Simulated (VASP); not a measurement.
# MgS: single point with PBEsol

The system is MgS.

```xyz
4
Lattice="4.0346 0.0000 0.0000 -2.0173 3.4941 0.0000 0.0000 0.0000 6.4323" Properties=species:S:1:pos:R:3 pbc="T T T"
Mg    2.0173    1.1647    3.3638
Mg    0.0000    2.3294    6.5800
S     0.0000    2.3294    2.4394
S     2.0173    1.1647    5.6556
```

This cell differs from its parent crystal: all Mg atoms moved +0.175 Å, as atom 1 along Cartesian [0 0 1].

| Quantity | Value |
| --- | --- |
| Program | VASP 6.6.1 |
| Task | single point |
| Functional | PBEsol |
| Potentials or basis | VASP PAW PBE potentials, release 64 (Mg, S) |
| Cutoff | 520 eV |
| k mesh | 6 × 6 × 4 |
| Occupations | gaussian, width 0.05 eV |
| Spin | no spin polarisation |
| Dipole correction | no |
| Further INCAR settings | ALGO = Normal; EDIFF = 1e-06; NBANDS = 16 |

| Item | Value |
| --- | --- |
| Pressure | 0.5 GPa |
| Largest force | 1.199 eV/Å |
| Band gap on the k mesh | 3.31 eV, direct |

Forces on the atoms (eV/Å):
```
Mg   0.000  0.000 -1.199
Mg   0.000  0.000 -1.199
S    0.000  0.000  1.199
S    0.000  0.000  1.199
```

Stress tensor (GPa, compression positive):
```
-2.27  0.00  0.00
 0.00 -2.27  0.00
 0.00  0.00  6.13
```

Levels at points of the mesh, in eV from the valence-band top:
```
           k point  band 6  band 7  band 8  band 9  band 10  band 11
(0.00, 0.00, 0.00)   -0.21    0.00    0.00    3.31     4.66     7.53
(0.50, 0.00, 0.00)   -1.13   -1.11   -0.32    4.68     5.02     5.70
(0.00, 0.00, 0.50)   -0.22   -0.22   -0.22    4.79     4.79     7.55
(0.50, 0.00, 0.50)   -0.90   -0.76   -0.76    4.50     4.50     6.34
```

Wall time 71 s on 1 thread of Intel Xeon 8259CL, on a shared host, peak memory 0.2 GiB.

Caveat: the cell differs from its parent crystal (all Mg atoms moved +0.175 Å, as atom 1 along Cartesian [0 0 1]); the PAW data sets were made with another functional, which shifts forces and pressure a little.
